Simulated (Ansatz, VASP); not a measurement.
TeW2 in VASP and in Ansatz

```
CELL_PARAMETERS angstrom
0.00000 3.10894 3.10894
3.10894 0.00000 3.10894
3.10894 3.10894 0.00000
ATOMIC_POSITIONS crystal
Te 0.00000 0.00000 0.00000
W 0.25000 0.25000 0.25000
W 0.75000 0.75000 0.75000
```

Change from the starting cell: volume scaled by 0.98.

Alike in both runs: task single point; functional PBE; k mesh 7 × 7 × 7; occupations fermi-dirac, width 0.05 eV; no spin polarisation.

```csv
,VASP,Ansatz
version,VASP 6.6.1,Ansatz 0.2.0
potentials or method,"VASP PAW PBE potentials, release 64 (Te, W_sv), cutoff 520 eV","all-electron LAPW, scalar-relativistic"
```

```csv
,VASP,Ansatz,Ansatz less VASP
gap on the k mesh at the Fermi level (eV),none,none,-
pressure (GPa),2.5,2.5,-0.06
```

A gap of «none» marks a metal or a gap that the smearing closes. Ansatz ran all-electron here, and VASP with PAW potentials.

Spin-orbit coupling is off throughout.
